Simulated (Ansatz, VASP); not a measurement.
**BaTl4S4 in VASP and in Ansatz**

```xyz
9
Lattice="6.4897 0.0000 0.0000 -3.2449 5.6203 0.0000 0.0000 0.0000 9.6048" Properties=species:S:1:pos:R:3 pbc="T T T"
Ba    0.0000    0.0000    9.0876
Tl    3.2449    0.0000    6.2024
Tl   -1.6224    2.8101    6.2024
Tl    1.6224    2.8101    6.2024
Tl    0.0000    0.0000    3.4286
S     3.2449    0.0000    8.9295
S    -1.6224    2.8101    8.9295
S     1.6224    2.8101    8.9295
S     0.0000    0.0000    6.0397
```

Alike in both runs: functional PBE; k mesh 6 × 6 × 4; occupations gaussian, width 0.01 eV; no spin polarisation.

Ansatz relaxed the structure, and its values are those at the end. VASP's run is a single point on that final structure, the one shown.

|  | VASP | Ansatz |
| --- | --- | --- |
| version | VASP 6.6.1 | Ansatz 0.2.0 |
| potentials or method | VASP PAW PBE potentials, release 64 (Ba_sv, Tl_d, S), cutoff 520 eV | scalar-relativistic, plane waves, PAW |
| valence electrons in the cell | 86 | 86 |

|  | VASP | Ansatz | Ansatz less VASP |
| --- | --- | --- | --- |
| gap on the k mesh at the Fermi level (eV) | 0.13 | 0.12 | -0.008 |
| least direct gap on the mesh (eV) | 0.58 | 0.59 | +0.009 |
| pressure (GPa) | 0.1 | 0.0 | -0.11 |
| rms of the force components (eV/Å) | 0.016 | 0.001 | -0.0150 |

The functional is the same, so the differences come from potentials, cutoffs and numerics.

Spin-orbit coupling is off throughout.
